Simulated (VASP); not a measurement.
# Te (R-3m) in VASP: single point with PBE

Aim: the single point of Te with PBE.

Program: VASP 6.6.1. These are calculated values, not measurements. Logs are shortened: lines on timing, memory, paths and dates and some standing lists are left out, and cuts for length are marked.

### 1 The cell of the first run

It takes space group R-3m (No. 166, trigonal). The conventional cell has a = 3.562 Å, b = 3.562 Å, c = 6.539 Å, α = 90.00°, β = 90.00°, γ = 120.00°. Te (site symmetry -3m) has 12 Te at 3.00 to 3.56 Å within 3.9 Å.

### 2 Single point, PBE

Input file INCAR:

```
SYSTEM = Te
PREC = Accurate
ENCUT = 520
EDIFF = 1E-6
ISMEAR = -1
SIGMA = 0.1
LREAL = .FALSE.
LASPH = .TRUE.
NELM = 100
ALGO = Normal
ISIF = 2
LWAVE = .FALSE.
LCHARG = .FALSE.
GGA = PE
NBANDS = 16
```

Input file KPOINTS:

```
regular mesh
0
G
  9 9 6
  0 0 0
```

Input file POSCAR:

```
Te
1.0
    3.5618406670      0.0000000023      0.0000000000
   -1.7809203355      3.0846445007      0.0000000000
    0.0000000000      0.0000000000      6.5385234452
Te
3
Direct
    0.6666760300      0.0000000000      0.3333333333
    0.0000000000      0.6666760300      0.6666666667
    0.3333239700      0.3333239700      1.0000000000
```

Potentials or basis: VASP PAW PBE potentials, release 64 (Te).

Launch:

```bash
$ cat potpaw_PBE.64/Te/POTCAR > POTCAR
$ mpirun -np 1 vasp_std > vasp.out
```

OUTCAR:

```text
SYSTEM = Te
   PREC = Accurate
   ENCUT = 520
   EDIFF = 1E-6
   ISMEAR = -1
   LREAL = .FALSE.
   LASPH = .TRUE.
   NELM = 100
   ISIF = 2
   GGA = PE

 ion  position               nearest neighbor table
   1  0.667  0.000  0.333-   3 3.00   2 3.00   3 3.00   3 3.00   2 3.00   2 3.00
   2  0.000  0.667  0.667-   3 3.00   1 3.00   3 3.00   3 3.00   1 3.00   1 3.00
   3  0.333  0.333  0.000-   1 3.00   2 3.00   2 3.00   1 3.00   1 3.00   2 3.00

  LATTYP: Found a hexagonal cell.
 ALAT       =     3.5618406670
 C/A-ratio  =     1.8357147488

  Lattice vectors:

 A1 = (   3.5618406670,   0.0000000023,   0.0000000000)
 A2 = (  -1.7809203355,   3.0846445007,   0.0000000000)
 A3 = (   0.0000000000,   0.0000000000,   6.5385234452)

Analysis of symmetry for initial positions (statically):
=====================================================================
 Subroutine PRICEL returns:
 Original cell was already a primitive cell.

 Routine SETGRP: Setting up the symmetry group for a
 hexagonal supercell.

 Subroutine GETGRP returns: Found  6 space group operations
 (whereof  2 operations were pure point group operations)
 out of a pool of 24 trial point group operations.

The static configuration has the point symmetry C_2 .
 The point group associated with its full space group is D_3 .

Analysis of symmetry for dynamics (positions and initial velocities):
=====================================================================
 Subroutine PRICEL returns:
 Original cell was already a primitive cell.

 Routine SETGRP: Setting up the symmetry group for a
 hexagonal supercell.

 Subroutine GETGRP returns: Found  6 space group operations
 (whereof  2 operations were pure point group operations)
 out of a pool of 24 trial point group operations.

The dynamic configuration has the point symmetry C_2 .
 The point group associated with its full space group is D_3 .

 Subroutine INISYM returns: Found  6 space group operations
 (whereof  2 operations are pure point group operations),
 and found     1 'primitive' translations

----------------------------------------------------------------------------------------

                                     Primitive cell

  volume of cell :      71.8388

  direct lattice vectors                    reciprocal lattice vectors
     3.561840667  0.000000002  0.000000000     0.280753715  0.162093233  0.000000000
    -1.780920336  3.084644501  0.000000000    -0.000000000  0.324186466  0.000000000
     0.000000000  0.000000000  6.538523445     0.000000000  0.000000000  0.152939728

  length of vectors
     3.561840667  3.561840667  6.538523445     0.324186466  0.324186466  0.152939728

  position of ions in fractional coordinates (direct lattice)
     0.666676030  1.000000000  0.333333333
     0.000000000  0.666676030  0.666666667
     0.333323970  0.333323970  0.000000000

  ion indices of the primitive-cell ions
   primitive index   ion index
                 1           1
                 2           2
                 3           3

----------------------------------------------------------------------------------------

 KPOINTS: regular mesh

Automatic generation of k-mesh.
 Grid dimensions read from file:
 generate k-points for:    9    9    6

 Generating k-lattice:

  Cartesian coordinates                     Fractional coordinates (reciprocal lattice)
     0.031194857  0.018010359  0.000000000     0.111111111  0.000000000  0.000000000
    -0.000000000  0.036020718  0.000000000     0.000000000  0.111111111  0.000000000
     0.000000000  0.000000000  0.025489955     0.000000000  0.000000000  0.166666667

  Length of vectors
     0.036020718  0.036020718  0.025489955

  Shift w.r.t. Gamma in fractional coordinates (k-lattice)
     0.000000000  0.000000000  0.000000000

 Subroutine IBZKPT returns following result:
 ===========================================

 Found     62 irreducible k-points:

 Following reciprocal coordinates:
            Coordinates               Weight
  0.000000  0.000000  0.000000      1.000000
  0.111111 -0.000000  0.000000      6.000000
  0.222222 -0.000000  0.000000      6.000000
  0.333333 -0.000000  0.000000      6.000000
  0.444444 -0.000000  0.000000      6.000000
  0.111111  0.111111  0.000000      6.000000
[... 16 lines left out ...]
  0.222222  0.111111  0.166667     12.000000
 -0.111111  0.333333  0.166667     12.000000
 [... further k-points ...]
   k-points           NKPTS =     62   k-points in BZ     NKDIM =     62   number of bands    NBANDS=     16
   number of dos      NEDOS =    301   number of ions     NIONS =      3
   total plane-waves  NPLWV =  39200
   dimension x,y,z NGX =    28 NGY =   28 NGZ =   50
   dimension x,y,z NGXF=    56 NGYF=   56 NGZF=  100
   ions per type =               3
   NGX,Y,Z   is equivalent  to a cutoff of  13.07, 13.07, 12.71 a.u.
   NGXF,Y,Z  is equivalent  to a cutoff of  26.14, 26.14, 25.43 a.u.
 SYSTEM =  Te
   PREC   = accura    normal or accurate (medium, high low for compatibility)
   ISTART =      0    job   : 0-new  1-cont  2-samecut
   ICHARG =      2    charge: 1-file 2-atom 10-const
   ISPIN  =      1    spin polarized calculation?
   LNONCOLLINEAR =      F non collinear calculations
   LSORBIT =      F    spin-orbit coupling
   LASPH  =      T    aspherical Exc in radial PAW
   ENCUT  =  520.0 eV  38.22 Ry    6.18 a.u.   6.62  6.62 12.16*2*pi/ulx,y,z
   NELM   =    100;   NELMIN=  2; NELMDL= -5     # of ELM steps
   EDIFF  = 0.1E-05   stopping-criterion for ELM
   LREAL  =      F    real-space projection
[... 7 lines left out ...]
   TEBEG  =    0.0;   TEEND  =   0.0 temperature during run
   PSTRESS=    0.0 pullay stress
   NELECT =      18.0000    total number of electrons
   NUPDOWN=      -1.0000    fix difference up-down
   EMIN   =  10.00;   EMAX   =-10.00  energy-range for DOS
   EFERMI =   0.00;   METHOD = LEGACY
   ISMEAR =    -1;   SIGMA  =   0.10  broadening in eV -4-tet -1-fermi 0-gaus
   EFERMI_NEDOS =   21; number of points for ismear=-14 and -15
   IALGO  =     38    algorithm
   IMIX   =      4    mixing-type and parameters
     AMIX     =   0.40;   BMIX     =  1.00
     AMIX_MAG =   1.60;   BMIX_MAG =  1.00
  volume/ion in A,a.u.               =      23.95       161.60
  Fermi-wavevector in a.u.,A,eV,Ry     =   1.032078  1.950345 14.492725  1.065185
  Thomas-Fermi vector in A             =   2.166258
   LORBIT       =      0    0 simple, 1 ext, 2 COOP (PROOUT), +10 PAW based schemes
   GGA     = PE    functional components
   LHFCALC =     F    Hartree Fock is set to
   AEXX    =    0.0000 exact exchange contribution
   IVDW    =     0    specifies the selected vdW correction
   LEPSILON=     F    determine dielectric tensor
   LRPA    =     F    only Hartree local field effects (RPA)
 non-spin polarized calculation
  energy-cutoff  :      520.00
  volume of cell :       71.84
 maximum number of plane-waves:      1974
 NGX is ok and might be reduce to    28
   NGX = 13   NGY = 13   NGZ = 25

 number of electron      18.0000000 magnetization

 Free energy of the ion-electron system (eV)
  ---------------------------------------------------
  ext. energy  EPLUGINS =         0.00000000
  ---------------------------------------------------
  free energy    TOTEN  =        -7.95757789 eV

  energy without entropy =       -7.91599357  energy(sigma->0) =       -7.93678573

 E-fermi :  10.6073     XC(G=0): -10.8006

 val. band max:       10.5626273043   @ k =   0.2222   0.2222   0.1667
 cond. band min:      10.6356412615   @ k =   0.2222   0.1111   0.5000
 fundamental gap:      0.0730139572
 Fermi energy:        10.6072766452

 k-point     1 :       0.0000    0.0000    0.0000
  band No.  band energies     occupation
      1      -5.1521      2.00000
      2      -1.6624      2.00000
      3      -1.6624      2.00000
      4       8.5108      2.00000
      5       8.5109      2.00000
      6      10.1743      1.97399
[... 8 lines left out ...]
     15      18.0227      0.00000
     16      18.0256      0.00000

 k-point     2 :       0.1111   -0.0000    0.0000
  band No.  band energies     occupation
      1      -4.9711      2.00000
      2      -1.5181      2.00000
      3      -1.5068      2.00000
      4       7.5670      2.00000
      5       7.9743      2.00000
      6       9.1755      2.00000
[... 8 lines left out ...]
     15      17.2803      0.00000
     16      17.6282      0.00000

 k-point     3 :       0.2222   -0.0000    0.0000
  band No.  band energies     occupation
      1      -4.4348      2.00000
      2      -1.1602      2.00000
      3      -1.0462      2.00000
      4       5.5688      2.00000
      5       6.6813      2.00000
      6       8.2318      2.00000
[... 8 lines left out ...]
     15      18.0900      0.00000
     16      18.7076      0.00000

 k-point     4 :       0.3333   -0.0000    0.0000
  band No.  band energies     occupation
      1      -3.5713      2.00000
      2      -0.9037      2.00000
      3      -0.3428      2.00000
      4       4.0404      2.00000
      5       5.1705      2.00000
      6       6.9814      2.00000
[... 8 lines left out ...]
     15      18.5911      0.00000
     16      19.2410      0.00000
[... 324 lines left out ...]
 k-point    22 :       0.1111    0.1111    0.1667
  band No.  band energies     occupation
      1      -4.5158      2.00000
      2      -2.2387      2.00000
      3      -0.0973      2.00000
      4       5.9448      2.00000
      5       6.9300      2.00000
      6       8.1457      2.00000
[... 8 lines left out ...]
     15      17.0610      0.00000
     16      18.4744      0.00000

 k-point    23 :       0.2222    0.1111    0.1667
  band No.  band energies     occupation
      1      -3.8111      2.00000
      2      -1.7313      2.00000
      3       0.2977      2.00000
      4       4.7777      2.00000
      5       5.0203      2.00000
      6       7.4642      2.00000
[... 8 lines left out ...]
     15      18.6868      0.00000
     16      18.7735      0.00000

 k-point    24 :      -0.1111    0.3333    0.1667
  band No.  band energies     occupation
      1      -3.8239      2.00000
      2      -1.6119      2.00000
      3       0.0478      2.00000
      4       4.9272      2.00000
      5       5.8747      2.00000
      6       7.1613      2.00000
[... 8 lines left out ...]
     15      17.5708      0.00000
     16      18.2071      0.00000

 [... further k-points ...]

------------------------ aborting loop because EDIFF is reached ----------------------------------------

  FORCE on cell =-STRESS in cart. coord.  units (eV):
  Direction    XX          YY          ZZ          XY          YZ          ZX
  --------------------------------------------------------------------------------------
  -------------------------------------------------------------------------------------
  Total        8.9318709      8.9318709      8.9893858     -0.0000000     -0.0000000      0.0000000
  in kB      199.2020154    199.2020154    200.4847333     -0.0000000     -0.0000000      0.0000000
  external PRESSURE =     199.6295880 kB  Pullay stress =       0.0000000 kB

 VOLUME and BASIS-vectors are now :
 -----------------------------------------------------------------------------
  energy-cutoff  :      520.00
  volume of cell :       71.84
      direct lattice vectors                 reciprocal lattice vectors
     3.561840667  0.000000002  0.000000000     0.280753715  0.162093233  0.000000000
    -1.780920336  3.084644501  0.000000000    -0.000000000  0.324186466  0.000000000
     0.000000000  0.000000000  6.538523445     0.000000000  0.000000000  0.152939728

 POSITION                                       TOTAL-FORCE (eV/Angst)
 -----------------------------------------------------------------------------------
      2.37459      0.00000      2.17951        -0.000149     -0.000000      0.000000
     -1.18730      2.05646      4.35902         0.000074     -0.000129     -0.000000
      0.59362      1.02819      0.00000         0.000074      0.000129      0.000000
 -----------------------------------------------------------------------------------
    total drift:                                0.000000      0.000000      0.000000

  FREE ENERGIE OF THE ION-ELECTRON SYSTEM (eV)
  ---------------------------------------------------
  free  energy   TOTEN  =        -7.9575778918 eV

  energy  without entropy=       -7.9159935664  energy(sigma->0) =       -7.93678573
```

Wall time 2.4 min (1 thread of AMD EPYC 7R13, shared host); peak memory 0.19 GiB.

What came out:

| Item | Value |
| --- | --- |
| Free energy | -7.9576 eV |
| Pressure | 20.0 GPa |
| Band gap on the k mesh | zero (band 9 reaches 11.98 eV, above the bottom of band 10 at 8.70 eV) |

Stress tensor (GPa, compression positive):
```
19.92  0.00  0.00
 0.00 19.92  0.00
 0.00  0.00 20.05
```

Caveat: spin-orbit coupling is left out, which moves the levels of the heavy elements.
